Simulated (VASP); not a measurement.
# InP (Pm-3m) in VASP: a series of runs

InP is run at these levels: PBEsol; tasks: single point.

All numbers are computed with VASP 6.6.1; they aren't measurements. Logs are shortened: lines on timing, memory, paths and dates and some standing lists are left out, and cuts for length are marked.

## Step 1: The cell of the first run

Symmetry: Pm-3m, No. 221, cubic system. Conventional cell: a = 3.413 Å, b = 3.413 Å, c = 3.413 Å, α = 90.00°, β = 90.00°, γ = 90.00°. In (site symmetry m-3m) has 8 P at 2.96 Å and 6 In at 3.41 Å within 3.9 Å. P (site symmetry m-3m) has 8 In at 2.96 Å and 6 P at 3.41 Å within 3.9 Å.

## Step 2: Single point, PBEsol

INCAR reads:

```
SYSTEM = InP
PREC = Accurate
ENCUT = 520
EDIFF = 1E-6
ISMEAR = -1
SIGMA = 0.02
LREAL = .FALSE.
LASPH = .TRUE.
NELM = 80
ALGO = Normal
ISIF = 2
LWAVE = .FALSE.
LCHARG = .FALSE.
GGA = PS
NBANDS = 16
```

KPOINTS reads:

```
Automatic mesh
0
G
  6 6 6
  0 0 0
```

POSCAR reads:

```
InP
1.0
    3.4133991310      0.0000000000      0.0000000000
    0.0000000000      3.4133991310      0.0000000000
    0.0000000000      0.0000000000      3.4133991310
In P
1 1
Direct
    0.0000000000      0.0000000000      0.0000000000
    0.5000000000      0.5000000000      0.5000000000
```

Potentials or basis: VASP PAW PBE potentials, release 64 (In_d, P).

Command:

```bash
$ cat potpaw_PBE.64/In_d/POTCAR potpaw_PBE.64/P/POTCAR > POTCAR
$ mpirun -np 1 vasp_std > vasp.out
```

OUTCAR:

```text
SYSTEM = InP
   PREC = Accurate
   ENCUT = 520
   EDIFF = 1E-6
   ISMEAR = -1
   LREAL = .FALSE.
   LASPH = .TRUE.
   NELM = 80
   ISIF = 2
   GGA = PS

 ion  position               nearest neighbor table
   1  0.000  0.000  0.000-   2 2.96   2 2.96   2 2.96   2 2.96   2 2.96   2 2.96   2 2.96   2 2.96

   2  0.500  0.500  0.500-   1 2.96   1 2.96   1 2.96   1 2.96   1 2.96   1 2.96   1 2.96   1 2.96

  LATTYP: Found a simple cubic cell.
 ALAT       =     3.4133991310

  Lattice vectors:

 A1 = (   3.4133991310,   0.0000000000,   0.0000000000)
 A2 = (   0.0000000000,   3.4133991310,   0.0000000000)
 A3 = (   0.0000000000,   0.0000000000,   3.4133991310)

Analysis of symmetry for initial positions (statically):
=====================================================================
 Subroutine PRICEL returns:
 Original cell was already a primitive cell.

 Routine SETGRP: Setting up the symmetry group for a
 simple cubic supercell.

 Subroutine GETGRP returns: Found 48 space group operations
 (whereof 48 operations were pure point group operations)
 out of a pool of 48 trial point group operations.

The static configuration has the point symmetry O_h .

Analysis of symmetry for dynamics (positions and initial velocities):
=====================================================================
 Subroutine PRICEL returns:
 Original cell was already a primitive cell.

 Routine SETGRP: Setting up the symmetry group for a
 simple cubic supercell.

 Subroutine GETGRP returns: Found 48 space group operations
 (whereof 48 operations were pure point group operations)
 out of a pool of 48 trial point group operations.

The dynamic configuration has the point symmetry O_h .

 Subroutine INISYM returns: Found 48 space group operations
 (whereof 48 operations are pure point group operations),
 and found     1 'primitive' translations

----------------------------------------------------------------------------------------

                                     Primitive cell

  volume of cell :      39.7705

  direct lattice vectors                    reciprocal lattice vectors
     3.413399131  0.000000000  0.000000000     0.292963103  0.000000000  0.000000000
     0.000000000  3.413399131  0.000000000     0.000000000  0.292963103  0.000000000
     0.000000000  0.000000000  3.413399131     0.000000000  0.000000000  0.292963103

  length of vectors
     3.413399131  3.413399131  3.413399131     0.292963103  0.292963103  0.292963103

  position of ions in fractional coordinates (direct lattice)
     0.000000000  0.000000000  0.000000000
     0.500000000  0.500000000  0.500000000

  ion indices of the primitive-cell ions
   primitive index   ion index
                 1           1
                 2           2

----------------------------------------------------------------------------------------

 KPOINTS: Automatic mesh

Automatic generation of k-mesh.
 Grid dimensions read from file:
 generate k-points for:    6    6    6

 Generating k-lattice:

  Cartesian coordinates                     Fractional coordinates (reciprocal lattice)
     0.048827184  0.000000000  0.000000000     0.166666667  0.000000000  0.000000000
     0.000000000  0.048827184  0.000000000     0.000000000  0.166666667  0.000000000
     0.000000000  0.000000000  0.048827184     0.000000000  0.000000000  0.166666667

  Length of vectors
     0.048827184  0.048827184  0.048827184

  Shift w.r.t. Gamma in fractional coordinates (k-lattice)
     0.000000000  0.000000000  0.000000000

 Subroutine IBZKPT returns following result:
 ===========================================

 Found     20 irreducible k-points:

 Following reciprocal coordinates:
            Coordinates               Weight
  0.000000  0.000000  0.000000      1.000000
  0.166667  0.000000  0.000000      6.000000
  0.333333  0.000000  0.000000      6.000000
  0.500000  0.000000  0.000000      3.000000
  0.166667  0.166667  0.000000     12.000000
  0.333333  0.166667  0.000000     24.000000
[... 12 lines left out ...]
  0.500000  0.500000  0.333333      6.000000
  0.500000  0.500000  0.500000      1.000000
   k-points           NKPTS =     20   k-points in BZ     NKDIM =     20   number of bands    NBANDS=     16
   number of dos      NEDOS =    301   number of ions     NIONS =      2
   total plane-waves  NPLWV =  21952
   dimension x,y,z NGX =    28 NGY =   28 NGZ =   28
   dimension x,y,z NGXF=    56 NGYF=   56 NGZF=   56
   ions per type =               1   1
   NGX,Y,Z   is equivalent  to a cutoff of  13.64, 13.64, 13.64 a.u.
   NGXF,Y,Z  is equivalent  to a cutoff of  27.27, 27.27, 27.27 a.u.
 SYSTEM =  InP
   PREC   = accura    normal or accurate (medium, high low for compatibility)
   ISTART =      0    job   : 0-new  1-cont  2-samecut
   ICHARG =      2    charge: 1-file 2-atom 10-const
   ISPIN  =      1    spin polarized calculation?
   LNONCOLLINEAR =      F non collinear calculations
   LSORBIT =      F    spin-orbit coupling
   LASPH  =      T    aspherical Exc in radial PAW
   ENCUT  =  520.0 eV  38.22 Ry    6.18 a.u.   6.35  6.35  6.35*2*pi/ulx,y,z
   NELM   =     80;   NELMIN=  2; NELMDL= -5     # of ELM steps
   EDIFF  = 0.1E-05   stopping-criterion for ELM
   LREAL  =      F    real-space projection
[... 7 lines left out ...]
   TEBEG  =    0.0;   TEEND  =   0.0 temperature during run
   PSTRESS=    0.0 pullay stress
   NELECT =      18.0000    total number of electrons
   NUPDOWN=      -1.0000    fix difference up-down
   EMIN   =  10.00;   EMAX   =-10.00  energy-range for DOS
   EFERMI =   0.00;   METHOD = LEGACY
   ISMEAR =    -1;   SIGMA  =   0.02  broadening in eV -4-tet -1-fermi 0-gaus
   EFERMI_NEDOS =   21; number of points for ismear=-14 and -15
   IALGO  =     38    algorithm
   IMIX   =      4    mixing-type and parameters
     AMIX     =   0.40;   BMIX     =  1.00
     AMIX_MAG =   1.60;   BMIX_MAG =  1.00
  volume/ion in A,a.u.               =      19.89       134.19
  Fermi-wavevector in a.u.,A,eV,Ry     =   1.256932  2.375258 21.495560  1.579879
  Thomas-Fermi vector in A             =   2.390616
   LORBIT       =      0    0 simple, 1 ext, 2 COOP (PROOUT), +10 PAW based schemes
   GGA     = PS    functional components
   LHFCALC =     F    Hartree Fock is set to
   AEXX    =    0.0000 exact exchange contribution
   IVDW    =     0    specifies the selected vdW correction
   LEPSILON=     F    determine dielectric tensor
   LRPA    =     F    only Hartree local field effects (RPA)
 non-spin polarized calculation
  energy-cutoff  :      520.00
  volume of cell :       39.77
 maximum number of plane-waves:      1108
 NGX is ok and might be reduce to    28
   NGX = 13   NGY = 13   NGZ = 13

 number of electron      17.9999992 magnetization

 Free energy of the ion-electron system (eV)
  ---------------------------------------------------
  ext. energy  EPLUGINS =         0.00000000
  ---------------------------------------------------
  free energy    TOTEN  =        -8.12313909 eV

  energy without entropy =       -8.11981327  energy(sigma->0) =       -8.12147618

 E-fermi :   8.1355     XC(G=0): -10.9830

 val. band max:        7.9252073067   @ k =   0.3333   0.3333   0.0000
 cond. band min:       8.1546424158   @ k =   0.5000   0.5000   0.1667
 fundamental gap:      0.2294351091
 Fermi energy:         8.1355429601

 k-point     1 :       0.0000    0.0000    0.0000
  band No.  band energies     occupation
      1      -6.4252      2.00000
      2      -6.4252      2.00000
      3      -6.1236      2.00000
      4      -6.1236      2.00000
      5      -6.1236      2.00000
      6      -4.5889      2.00000
[... 8 lines left out ...]
     15      18.2958      0.00000
     16      21.2155      0.00000

 k-point     2 :       0.1667    0.0000    0.0000
  band No.  band energies     occupation
      1      -6.4188      2.00000
      2      -6.3674      2.00000
      3      -6.1518      2.00000
      4      -6.1518      2.00000
      5      -6.1206      2.00000
      6      -4.2731      2.00000
[... 8 lines left out ...]
     15      17.2618      0.00000
     16      21.2040      0.00000

 k-point     3 :       0.3333    0.0000    0.0000
  band No.  band energies     occupation
      1      -6.4059      2.00000
      2      -6.2552      2.00000
      3      -6.2074      2.00000
      4      -6.2074      2.00000
      5      -6.1147      2.00000
      6      -3.3999      2.00000
[... 8 lines left out ...]
     15      18.7548      0.00000
     16      19.5445      0.00000

 k-point     4 :       0.5000    0.0000    0.0000
  band No.  band energies     occupation
      1      -6.3995      2.00000
      2      -6.2349      2.00000
      3      -6.2349      2.00000
      4      -6.2005      2.00000
      5      -6.1117      2.00000
      6      -2.6522      2.00000
[... 8 lines left out ...]
     15      17.7171      0.00000
     16      21.2958      0.00000

 k-point     5 :       0.1667    0.1667    0.0000
  band No.  band energies     occupation
      1      -6.3882      2.00000
      2      -6.3310      2.00000
      3      -6.1979      2.00000
      4      -6.1510      2.00000
      5      -6.1449      2.00000
      6      -3.9423      2.00000
[... 8 lines left out ...]
     15      17.9515      0.00000
     16      19.4883      0.00000

 k-point     6 :       0.3333    0.1667    0.0000
  band No.  band energies     occupation
      1      -6.3672      2.00000
      2      -6.2800      2.00000
      3      -6.2208      2.00000
      4      -6.2020      2.00000
      5      -6.1401      2.00000
      6      -3.0485      2.00000
[... 8 lines left out ...]
     15      19.4136      0.00000
     16      19.6332      0.00000
[... 191 lines left out ...]
 k-point    17 :       0.3333    0.3333    0.3333
  band No.  band energies     occupation
      1      -6.3719      2.00000
      2      -6.3097      2.00000
      3      -6.3097      2.00000
      4      -6.1095      2.00000
      5      -6.1095      2.00000
      6      -1.1656      2.00000
[... 8 lines left out ...]
     15      20.3841      0.00000
     16      20.4673      0.00000

 k-point    18 :       0.5000    0.3333    0.3333
  band No.  band energies     occupation
      1      -6.3987      2.00000
      2      -6.3480      2.00000
      3      -6.3059      2.00000
      4      -6.1066      2.00000
      5      -6.0392      2.00000
      6      -0.6780      2.00000
[... 8 lines left out ...]
     15      21.0420      0.00000
     16      22.7952      0.00000

 k-point    19 :       0.5000    0.5000    0.3333
  band No.  band energies     occupation
      1      -6.4224      2.00000
      2      -6.3440      2.00000
      3      -6.3440      2.00000
      4      -6.0717      2.00000
      5      -5.9990      2.00000
      6      -0.3521      2.00000
[... 8 lines left out ...]
     15      23.8007      0.00000
     16      23.8007      0.00000

 k-point    20 :       0.5000    0.5000    0.5000
  band No.  band energies     occupation
      1      -6.3869      2.00000
      2      -6.3869      2.00000
      3      -6.3869      2.00000
      4      -5.9976      2.00000
      5      -5.9976      2.00000
      6      -0.1771      2.00000
[... 8 lines left out ...]
     15      25.3260      0.00000
     16      25.7774      0.00000

------------------------ aborting loop because EDIFF is reached ----------------------------------------

  FORCE on cell =-STRESS in cart. coord.  units (eV):
  Direction    XX          YY          ZZ          XY          YZ          ZX
  --------------------------------------------------------------------------------------
  -------------------------------------------------------------------------------------
  Total       -0.5343159     -0.5343159     -0.5343159     -0.0000000     -0.0000000      0.0000000
  in kB      -21.5252130    -21.5252130    -21.5252130     -0.0000000     -0.0000000      0.0000000
  external PRESSURE =     -21.5252130 kB  Pullay stress =       0.0000000 kB

 VOLUME and BASIS-vectors are now :
 -----------------------------------------------------------------------------
  energy-cutoff  :      520.00
  volume of cell :       39.77
      direct lattice vectors                 reciprocal lattice vectors
     3.413399131  0.000000000  0.000000000     0.292963103  0.000000000  0.000000000
     0.000000000  3.413399131  0.000000000     0.000000000  0.292963103  0.000000000
     0.000000000  0.000000000  3.413399131     0.000000000  0.000000000  0.292963103

 POSITION                                       TOTAL-FORCE (eV/Angst)
 -----------------------------------------------------------------------------------
      0.00000      0.00000      0.00000         0.000000      0.000000      0.000000
      1.70670      1.70670      1.70670         0.000000      0.000000      0.000000
 -----------------------------------------------------------------------------------
    total drift:                               -0.000000      0.000000     -0.000000

  FREE ENERGIE OF THE ION-ELECTRON SYSTEM (eV)
  ---------------------------------------------------
  free  energy   TOTEN  =        -8.1231390865 eV

  energy  without entropy=       -8.1198132682  energy(sigma->0) =       -8.12147618
```

Wall time 23 s (1 thread of AMD EPYC 7R13, shared host); peak memory 0.13 GiB.

What came out:

```
Free energy            : -8.1231 eV
Pressure               : -2.2 GPa
Band gap on the k mesh : zero (band 9 reaches 9.02 eV, above the bottom of band 10 at 6.47 eV)
```

Caveat: the PAW data sets were made with another functional, which shifts forces and pressure a little; spin-orbit coupling is left out, which moves the levels of the heavy elements.

## Step 3: Single point, PBEsol

INCAR reads:

```
PREC     = Accurate       # precision mode
ENCUT    = 520            # plane-wave cutoff, eV
EDIFF    = 1E-7           # SCF threshold, eV
ISMEAR   = -1             # smearing method
SIGMA    = 0.02           # smearing width, eV
LREAL    = False          # projectors in reciprocal space
LASPH    = True           # aspherical terms in the spheres
NELM     = 60             # most SCF steps
ALGO     = Normal         # electronic algorithm
ISIF     = 2              # what is computed and relaxed
LWAVE    = False          # write WAVECAR
LCHARG   = False          # write CHGCAR
GGA      = PS             # functional
NBANDS   = 16             # bands
```

KPOINTS reads:

```
regular mesh
0
Gamma
  6 6 6
```

POSCAR is that of step 2.

Potentials or basis: VASP PAW PBE potentials, release 64 (In_d, P).

Command:

```bash
$ cat potpaw_PBE.64/In_d/POTCAR potpaw_PBE.64/P/POTCAR > POTCAR
$ mpirun -np 1 vasp_std > vasp.out
```

Wall time 21 s (1 thread of AMD EPYC 7R13, shared host); peak memory 0.13 GiB.

The run converged. Its results:

| Item | Value |
| --- | --- |
| Free energy | -8.1231 eV |
| Pressure | -2.2 GPa |
| Band gap on the k mesh | zero (band 9 reaches 9.02 eV, above the bottom of band 10 at 6.47 eV) |

Levels at points of the mesh, in eV from the Fermi level:
```tsv
k point	band 5	band 6	band 7	band 8	band 9	band 10	band 11	band 12	band 13	band 14
(0.00, 0.00, 0.00)	-14.26	-12.72	-1.48	-0.93	-0.93	-0.93	4.63	4.63	10.16	10.16
(0.50, 0.00, 0.00)	-14.25	-10.79	-7.73	0.80	0.80	2.65	3.73	4.99	4.99	5.79
(0.50, 0.50, 0.00)	-14.14	-8.89	-5.04	-5.04	-3.87	1.19	6.74	6.74	7.70	8.61
(0.50, 0.50, 0.50)	-14.13	-8.31	-2.37	-2.37	-2.37	-0.65	-0.38	-0.38	-0.38	17.19
```

Caveat: the PAW data sets were made with another functional, which shifts forces and pressure a little; spin-orbit coupling is left out, which moves the levels of the heavy elements.

[end of part 1 of 2]
